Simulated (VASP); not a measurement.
# Ag (P6_3/mmc) in VASP: further runs, part 2 of 3

VASP 6.6.1.

## (3) Single point, revPBE (volume scaled by 1.12)

Input file INCAR:

```
SYSTEM = Ag
PREC = Accurate ; ENCUT = 520
EDIFF = 1E-6 ; ISMEAR = -1
SIGMA = 0.1 ; LREAL = .FALSE.
LASPH = .TRUE. ; NELM = 80
ALGO = Normal ; ISIF = 2
LWAVE = .FALSE. ; LCHARG = .FALSE.
GGA = RE ; NBANDS = 18
```

Input file KPOINTS:

```
regular mesh
0
G
  14 14 8
  0 0 0
```

Input file POSCAR:

```
Ag
1.0
    3.0928339715      0.0000000000      0.0000000000
   -1.5464169857      2.6784727890      0.0000000000
    0.0000000000      0.0000000000      5.0030974917
Ag
2
Direct
    0.3333333333      0.6666666667      0.2500000000
    0.6666666667      0.3333333333      0.7500000000
```

Potentials or basis: VASP PAW PBE potentials, release 64 (Ag).

Run with:

```sh
$ cat potpaw_PBE.64/Ag/POTCAR > POTCAR
$ mpirun -np 1 vasp_std > vasp.out
```

OUTCAR:

```text
SYSTEM = Ag
   PREC = Accurate
   ENCUT = 520
   EDIFF = 1E-6
   ISMEAR = -1
   LREAL = .FALSE.
   LASPH = .TRUE.
   NELM = 80
   ISIF = 2
   GGA = RE

 ion  position               nearest neighbor table
   1  0.333  0.667  0.250-   2 3.07   2 3.07   2 3.07   2 3.07   2 3.07   2 3.07
   2  0.667  0.333  0.750-   1 3.07   1 3.07   1 3.07   1 3.07   1 3.07   1 3.07

  LATTYP: Found a hexagonal cell.
 ALAT       =     3.0928339715
 C/A-ratio  =     1.6176417932

  Lattice vectors:

 A1 = (   3.0928339715,   0.0000000000,   0.0000000000)
 A2 = (  -1.5464169857,   2.6784727890,   0.0000000000)
 A3 = (   0.0000000000,   0.0000000000,   5.0030974917)

Analysis of symmetry for initial positions (statically):
=====================================================================
 Subroutine PRICEL returns:
 Original cell was already a primitive cell.

 Routine SETGRP: Setting up the symmetry group for a
 hexagonal supercell.

 Subroutine GETGRP returns: Found 24 space group operations
 (whereof 12 operations were pure point group operations)
 out of a pool of 24 trial point group operations.

The static configuration has the point symmetry D_3d.
 The point group associated with its full space group is D_6h.

Analysis of symmetry for dynamics (positions and initial velocities):
=====================================================================
 Subroutine PRICEL returns:
 Original cell was already a primitive cell.

 Routine SETGRP: Setting up the symmetry group for a
 hexagonal supercell.

 Subroutine GETGRP returns: Found 24 space group operations
 (whereof 12 operations were pure point group operations)
 out of a pool of 24 trial point group operations.

The dynamic configuration has the point symmetry D_3d.
 The point group associated with its full space group is D_6h.

 Subroutine INISYM returns: Found 24 space group operations
 (whereof 12 operations are pure point group operations),
 and found     1 'primitive' translations

----------------------------------------------------------------------------------------

                                     Primitive cell

  volume of cell :      41.4460

  direct lattice vectors                    reciprocal lattice vectors
     3.092833972  0.000000000  0.000000000     0.323328057  0.186673541  0.000000000
    -1.546416986  2.678472789  0.000000000     0.000000000  0.373347082  0.000000000
     0.000000000  0.000000000  5.003097492     0.000000000  0.000000000  0.199876177

  length of vectors
     3.092833972  3.092833971  5.003097492     0.373347082  0.373347082  0.199876177

  position of ions in fractional coordinates (direct lattice)
     0.333333333  0.666666667  0.250000000
     0.666666667  0.333333333  0.750000000

  ion indices of the primitive-cell ions
   primitive index   ion index
                 1           1
                 2           2

----------------------------------------------------------------------------------------

 KPOINTS: regular mesh

Automatic generation of k-mesh.
 Grid dimensions read from file:
 generate k-points for:   14   14    8

 Generating k-lattice:

  Cartesian coordinates                     Fractional coordinates (reciprocal lattice)
     0.023094861  0.013333824  0.000000000     0.071428571  0.000000000  0.000000000
     0.000000000  0.026667649  0.000000000     0.000000000  0.071428571  0.000000000
     0.000000000  0.000000000  0.024984522     0.000000000  0.000000000  0.125000000

  Length of vectors
     0.026667649  0.026667649  0.024984522

  Shift w.r.t. Gamma in fractional coordinates (k-lattice)
     0.000000000  0.000000000  0.000000000

 Subroutine IBZKPT returns following result:
 ===========================================

 Found    120 irreducible k-points:

 Following reciprocal coordinates:
            Coordinates               Weight
  0.000000  0.000000  0.000000      1.000000
  0.071429  0.000000  0.000000      6.000000
  0.142857  0.000000  0.000000      6.000000
  0.214286  0.000000  0.000000      6.000000
  0.285714  0.000000  0.000000      6.000000
  0.357143  0.000000  0.000000      6.000000
[... 16 lines left out ...]
  0.285714  0.285714  0.000000      6.000000
  0.357143  0.285714  0.000000      6.000000
 [... further k-points ...]
   k-points           NKPTS =    120   k-points in BZ     NKDIM =    120   number of bands    NBANDS=     18
   number of dos      NEDOS =    301   number of ions     NIONS =      2
   total plane-waves  NPLWV =  23040
   dimension x,y,z NGX =    24 NGY =   24 NGZ =   40
   dimension x,y,z NGXF=    48 NGYF=   48 NGZF=   80
   ions per type =               2
   NGX,Y,Z   is equivalent  to a cutoff of  12.90, 12.90, 13.29 a.u.
   NGXF,Y,Z  is equivalent  to a cutoff of  25.80, 25.80, 26.58 a.u.
 SYSTEM =  Ag
   PREC   = accura    normal or accurate (medium, high low for compatibility)
   ISTART =      0    job   : 0-new  1-cont  2-samecut
   ICHARG =      2    charge: 1-file 2-atom 10-const
   ISPIN  =      1    spin polarized calculation?
   LNONCOLLINEAR =      F non collinear calculations
   LSORBIT =      F    spin-orbit coupling
   LASPH  =      T    aspherical Exc in radial PAW
   ENCUT  =  520.0 eV  38.22 Ry    6.18 a.u.   5.75  5.75  9.30*2*pi/ulx,y,z
   NELM   =     80;   NELMIN=  2; NELMDL= -5     # of ELM steps
   EDIFF  = 0.1E-05   stopping-criterion for ELM
   LREAL  =      F    real-space projection
   EDIFFG = 0.1E-04   stopping-criterion for IOM
   NSW    =      0    number of steps for IOM
   IBRION =     -1    ionic relax: 0-MD 1-quasi-New 2-CG
   NFREE  =      0    steps in history (QN), initial steepest desc. (CG)
   ISIF   =      2    stress and relaxation
   ISYM   =      2    0-nonsym 1-usesym 2-fastsym
   POTIM  = 0.5000    time-step for ionic-motion
   TEBEG  =    0.0;   TEEND  =   0.0 temperature during run
   PSTRESS=    0.0 pullay stress
   NELECT =      22.0000    total number of electrons
   NUPDOWN=      -1.0000    fix difference up-down
   EMIN   =  10.00;   EMAX   =-10.00  energy-range for DOS
   EFERMI =   0.00;   METHOD = LEGACY
   ISMEAR =    -1;   SIGMA  =   0.10  broadening in eV -4-tet -1-fermi 0-gaus
   EFERMI_NEDOS =   21; number of points for ismear=-14 and -15
   IALGO  =     38    algorithm
   IMIX   =      4    mixing-type and parameters
     AMIX     =   0.40;   BMIX     =  1.00
     AMIX_MAG =   1.60;   BMIX_MAG =  1.00
  volume/ion in A,a.u.               =      20.72       139.85
  Fermi-wavevector in a.u.,A,eV,Ry     =   1.325526  2.504880 23.905683  1.757018
  Thomas-Fermi vector in A             =   2.454980
   LORBIT       =      0    0 simple, 1 ext, 2 COOP (PROOUT), +10 PAW based schemes
   GGA     = RE    functional components
   LHFCALC =     F    Hartree Fock is set to
   AEXX    =    0.0000 exact exchange contribution
   IVDW    =     0    specifies the selected vdW correction
   LEPSILON=     F    determine dielectric tensor
   LRPA    =     F    only Hartree local field effects (RPA)
 non-spin polarized calculation
  energy-cutoff  :      520.00
  volume of cell :       41.45
 maximum number of plane-waves:      1128
 NGX is ok and might be reduce to    24
   NGX = 11   NGY = 11   NGZ = 19

 number of electron      22.0000009 magnetization

 Free energy of the ion-electron system (eV)
  ---------------------------------------------------
  ext. energy  EPLUGINS =         0.00000000
  ---------------------------------------------------
  free energy    TOTEN  =        -4.49488709 eV

  energy without entropy =       -4.47611258  energy(sigma->0) =       -4.48549983

 E-fermi :   6.1366     XC(G=0): -10.9732

 val. band max:        6.0010500435   @ k =   0.4286   0.0714   0.1250
 cond. band min:       6.1587948779   @ k =   0.1429   0.1429   0.2500
 fundamental gap:      0.1577448345
 Fermi energy:         6.1365765528

 k-point     1 :       0.0000    0.0000    0.0000
  band No.  band energies     occupation
      1      -0.3101      2.00000
      2       0.7868      2.00000
      3       1.9248      2.00000
      4       1.9699      2.00000
      5       1.9699      2.00000
      6       2.1392      2.00000
[... 10 lines left out ...]
     17      22.9246      0.00000
     18      22.9857      0.00000
[... 463 lines left out ...]
 k-point    24 :       0.3571    0.2857    0.0000
  band No.  band energies     occupation
      1       1.1091      2.00000
      2       1.4503      2.00000
      3       1.5077      2.00000
      4       1.8778      2.00000
      5       1.8976      2.00000
      6       1.9946      2.00000
[... 10 lines left out ...]
     17      15.4615      0.00000
     18      16.1834      0.00000

 [... further k-points ...]

------------------------ aborting loop because EDIFF is reached ----------------------------------------

  FORCE on cell =-STRESS in cart. coord.  units (eV):
  Direction    XX          YY          ZZ          XY          YZ          ZX
  --------------------------------------------------------------------------------------
  -------------------------------------------------------------------------------------
  Total       -1.6795275     -1.6795275     -1.5924926     -0.0000000     -0.0000000      0.0000000
  in kB      -64.9254364    -64.9254364    -61.5609316     -0.0000000     -0.0000000      0.0000000
  external PRESSURE =     -63.8039348 kB  Pullay stress =       0.0000000 kB

 VOLUME and BASIS-vectors are now :
 -----------------------------------------------------------------------------
  energy-cutoff  :      520.00
  volume of cell :       41.45
      direct lattice vectors                 reciprocal lattice vectors
     3.092833972  0.000000000  0.000000000     0.323328057  0.186673541  0.000000000
    -1.546416986  2.678472789  0.000000000     0.000000000  0.373347082  0.000000000
     0.000000000  0.000000000  5.003097492     0.000000000  0.000000000  0.199876177

 POSITION                                       TOTAL-FORCE (eV/Angst)
 -----------------------------------------------------------------------------------
     -0.00000      1.78565      1.25077        -0.000000      0.000000      0.000000
      1.54642      0.89282      3.75232         0.000000     -0.000000      0.000000
 -----------------------------------------------------------------------------------
    total drift:                               -0.000000      0.000000     -0.000000

  FREE ENERGIE OF THE ION-ELECTRON SYSTEM (eV)
  ---------------------------------------------------
  free  energy   TOTEN  =        -4.4948870896 eV

  energy  without entropy=       -4.4761125756  energy(sigma->0) =       -4.48549983
```

OSZICAR:

```text
N       E                     dE             d eps       ncg     rms          rms(c)
DAV:   1     0.122495704613E+03    0.12250E+03   -0.11551E+04  4320   0.118E+03
DAV:   2    -0.277901487020E+01   -0.12527E+03   -0.11856E+03  4486   0.256E+02
DAV:   3    -0.478351161350E+01   -0.20045E+01   -0.19975E+01  4954   0.362E+01
DAV:   4    -0.478997248997E+01   -0.64609E-02   -0.64603E-02  4848   0.207E+00
DAV:   5    -0.479003224306E+01   -0.59753E-04   -0.59753E-04  4730   0.213E-01    0.435E+00
DAV:   6    -0.449875078421E+01    0.29128E+00   -0.84190E-01  4496   0.935E+00    0.324E+00
DAV:   7    -0.449576850661E+01    0.29823E-02   -0.98573E-03  4606   0.819E-01    0.198E+00
DAV:   8    -0.449483117391E+01    0.93733E-03   -0.21408E-03  4574   0.412E-01    0.696E-02
DAV:   9    -0.449486643943E+01   -0.35266E-04   -0.26895E-05  4932   0.371E-02    0.395E-02
DAV:  10    -0.449488651684E+01   -0.20077E-04   -0.14972E-05  4726   0.345E-02    0.583E-03
DAV:  11    -0.449488708962E+01   -0.57277E-06   -0.21340E-07  2818   0.417E-03
   1 F= -.44948871E+01 E0= -.44854998E+01  d E =-.187745E-01
```

stdout:

```text
POSCAR found type information on POSCAR Ag
 POSCAR found :  1 types and       2 ions
 scaLAPACK will be used
 -----------------------------------------------------------------------------
|                                                                             |
|                                                                             |
|     You enforced a specific xc type in the INCAR file but a different       |
|     I HOPE YOU KNOW WHAT YOU ARE DOING!                                     |
|                                                                             |
 -----------------------------------------------------------------------------

 LDA part: xc-table for (Slater+PW92), standard interpolation
 POSCAR, INCAR and KPOINTS ok, starting setup
 FFT: planning ... GRIDC
 FFT: planning ... GRID_SOFT
 FFT: planning ... GRID
 WAVECAR not read
 entering main loop
```

Wall time 20 s (1 thread of Intel Xeon 6975P-C (Granite Rapids), shared host); peak memory 0.2 GiB.

What came out:

```
Free energy            : -4.4949 eV
Pressure               : -6.4 GPa
Band gap on the k mesh : zero (band 11 reaches 9.38 eV, above the bottom of band 12 at 2.87 eV)
```

Stress tensor (GPa, compression positive):
```
-6.49  0.00  0.00
 0.00 -6.49  0.00
 0.00  0.00 -6.16
```

Levels at points of the mesh, in eV from the Fermi level:
| k point | band 7 | band 8 | band 9 | band 10 | band 11 | band 12 | band 13 | band 14 | band 15 | band 16 |
| --- | --- | --- | --- | --- | --- | --- | --- | --- | --- | --- |
| (0.00, 0.00, 0.00) | -4.00 | -3.78 | -3.78 | -3.04 | -3.04 | 0.15 | 2.75 | 14.90 | 15.93 | 15.93 |
| (0.50, 0.00, 0.00) | -3.45 | -2.97 | -2.91 | -2.87 | 0.16 | 1.08 | 6.13 | 6.41 | 7.83 | 9.18 |
| (0.00, 0.00, 0.50) | -3.89 | -3.89 | -3.27 | -3.27 | -3.27 | -3.27 | 9.93 | 9.93 | 15.21 | 15.21 |
| (0.50, 0.00, 0.50) | -3.05 | -3.05 | -2.91 | -2.91 | 0.98 | 0.98 | 3.55 | 3.55 | 12.06 | 12.06 |

Caveat: the cell differs from its parent crystal (volume scaled by 1.12); the PAW data sets were made with another functional, which shifts forces and pressure a little.

## (4) Relaxation of cell and atoms, revPBE

This run uses another cell than the first one, of 17.06 Å³/atom, 0.854 times its volume.

Input file INCAR:

```
  ALGO = Normal
  EDIFF = 1E-7
  EDIFFG = -0.01
  ENCUT = 600
  GGA = RE
  IBRION = 2
  ISIF = 3
  ISMEAR = -1
  LASPH = T
  LCHARG = F
  LREAL = F
  LWAVE = F
  NELM = 80
  NSW = 80
  PREC = Accurate
  SIGMA = 0.1
```

Input file KPOINTS:

```
k-points
0
Gamma
  12 12 7
```

Input file POSCAR:

```
Ag
1.0
    2.8893756962      0.0000000000      0.0000000000
   -1.4446878481      2.5022727540      0.0000000000
    0.0000000000      0.0000000000      4.7183505119
Ag
2
Direct
    0.3333333333      0.6666666667      0.2500000000
    0.6666666667      0.3333333333      0.7500000000
```

Run with:

```sh
$ cat potpaw_PBE.64/Ag/POTCAR > POTCAR
$ mpirun -np 1 vasp_std > vasp.out
```

Wall time 63 s (1 thread of Intel Xeon 6975P-C (Granite Rapids), shared host); peak memory 0.19 GiB.

The run converged. Its results:

- Free energy: -4.5882 eV
- Relaxed volume: 18.46 Å³/atom
- Relaxed cell: a = 2.976 Å, b = 2.976 Å, c = 4.814 Å, α = 90.00°, β = 90.00°, γ = 120.00°
- Space group after relaxing (to 0.05 Å): P6_3/mmc (No. 194)
- Energy gained by relaxing: 31.9 meV/atom
- Ionic steps: 8
- Pressure after relaxing: 0.1 GPa
- Band gap on the k mesh: zero (band 11 reaches 11.24 eV, above the bottom of band 12 at 4.21 eV)

Step by step:
```csv
step,energy change (eV),largest force (eV/Å),pressure (GPa),volume (Å³)
1,0.0000,0.0000,7.85,34.11
2,-0.0508,0.0000,-2.69,38.41
3,-0.0636,0.0000,0.01,36.94
4,-0.0636,0.0000,-0.11,37.00
5,-0.0637,0.0000,-0.11,37.00
6,-0.0638,0.0000,-0.10,37.00
7,-0.0638,0.0000,-0.10,37.00
8,-0.0639,0.0000,0.06,36.92
```

Final structure:
```xyz
2
Lattice="2.9759 0.0000 0.0000 -1.4880 2.5772 0.0000 0.0000 0.0000 4.8138" Properties=species:S:1:pos:R:3 pbc="T T T"
Ag    0.0000    1.7181    1.2034
Ag    1.4880    0.8591    3.6103
```

Levels at points of the mesh, in eV from the Fermi level:
| k point | band 8 | band 9 | band 10 | band 11 | band 12 | band 13 | band 14 | band 15 |
| --- | --- | --- | --- | --- | --- | --- | --- | --- |
| (0.00, 0.00, 0.00) | -4.01 | -4.01 | -3.10 | -3.10 | -0.13 | 3.30 | 15.30 | 17.40 |
| (0.50, 0.00, 0.00) | -3.01 | -2.93 | -2.89 | 0.09 | 1.32 | 6.61 | 6.85 | 8.78 |

Caveat: the PAW data sets were made with another functional, which shifts forces and pressure a little.

(Continued in part 3 of 3.)
